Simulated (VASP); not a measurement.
Si8N: relaxation of cell and atoms with PBE

The system is Si8N.

```
Si N
1.0
     7.92617    0.00000    0.00000
    -3.96308    6.86426    0.00000
     0.00000    0.00000    2.98074
Si N
8 1
Direct
  0.83498 0.16502 0.00000
  0.83498 0.66996 0.00000
  0.33004 0.16502 0.00000
  0.16502 0.83498 0.00000
  0.16502 0.33004 0.00000
  0.66996 0.83498 0.00000
  0.33333 0.66667 0.00000
  0.66667 0.33333 0.00000
  0.00000 0.00000 0.50000
```

The cell was built from a structure type or drawn by symmetry, and may not be a known phase.

```yaml
Program: VASP 6.6.1
Task: relaxation of cell and atoms
Functional: PBE
Potentials_or_basis: VASP PAW PBE potentials, release 64 (Si, N)
Cutoff: 600 eV
k_mesh: 3 × 3 × 6
Occupations: gaussian, width 0.1 eV
Spin: no spin polarisation
Dipole_correction: no
Further_INCAR_settings: ALGO = Normal; EDIFF = 1e-07; IBRION = 2; EDIFFG = -0.04; NSW = 90; ISIF = 3
```

| Quantity | Value |
| --- | --- |
| Relaxed volume | 17.17 Å³/atom |
| Relaxed cell | a = 8.178 Å, b = 8.178 Å, c = 2.668 Å, α = 90.00°, β = 90.00°, γ = 120.00° |
| Space group after relaxing (to 0.1 Å) | P6/mmm (No. 191) |
| Energy gained by relaxing | 71.5 meV/atom |
| Ionic steps | 9 |
| Pressure after relaxing | 0.1 GPa |
| Largest force after relaxing | 0.004 eV/Å |

Forces on the atoms (eV/Å):
```
Si  -0.003  0.002  0.000
Si   0.000 -0.004  0.000
Si   0.003  0.002  0.000
Si   0.003 -0.002  0.000
Si   0.000  0.004  0.000
Si  -0.003 -0.002  0.000
Si   0.000  0.000  0.000
Si   0.000  0.000  0.000
N    0.000  0.000  0.000
```

The path:
```
step  energy change (eV)  largest force (eV/Å)  pressure (GPa)  volume (Å³)
   1              0.0000                0.3515           -0.02       162.17
   2             -0.3595                0.0116           -2.14       161.95
   3             -0.5105                0.3507           -2.71       161.50
   4             -0.3766                0.4123           -2.22       159.86
   5             -0.5417                0.4148           -2.81       161.14
   6             -0.5915                0.2596            1.41       152.05
   7             -0.6163                0.3023           -0.26       155.28
   8             -0.6428                0.0634            0.00       154.67
   9             -0.6439                0.0039            0.07       154.52
```

Final structure:
```
CELL_PARAMETERS angstrom
8.17772 0.00000 0.00000
-4.08886 7.08211 0.00000
0.00000 0.00000 2.66802
ATOMIC_POSITIONS crystal
Si 0.83558 0.16442 0.00000
Si 0.83558 0.67116 0.00000
Si 0.32884 0.16442 0.00000
Si 0.16442 0.83558 0.00000
Si 0.16442 0.32884 0.00000
Si 0.67116 0.83558 0.00000
Si 0.33333 0.66667 0.00000
Si 0.66667 0.33333 0.00000
N 0.00000 0.00000 0.50000
```

Levels at points of the mesh, in eV from the Fermi level:
| k point | band 17 | band 18 | band 19 | band 20 | band 21 | band 22 |
| --- | --- | --- | --- | --- | --- | --- |
| (0.00, 0.00, 0.00) | -0.91 | -0.91 | 0.65 | 0.78 | 3.51 | 3.51 |
| (0.00, 0.00, 0.50) | -1.39 | -1.30 | -1.30 | -0.46 | -0.46 | -0.25 |

Run time: 11 min on 1 thread of Intel Xeon 8259CL, on a shared host, peak memory 0.33 GiB.

Caveat: the highest band is partly filled, so the run has too few bands.
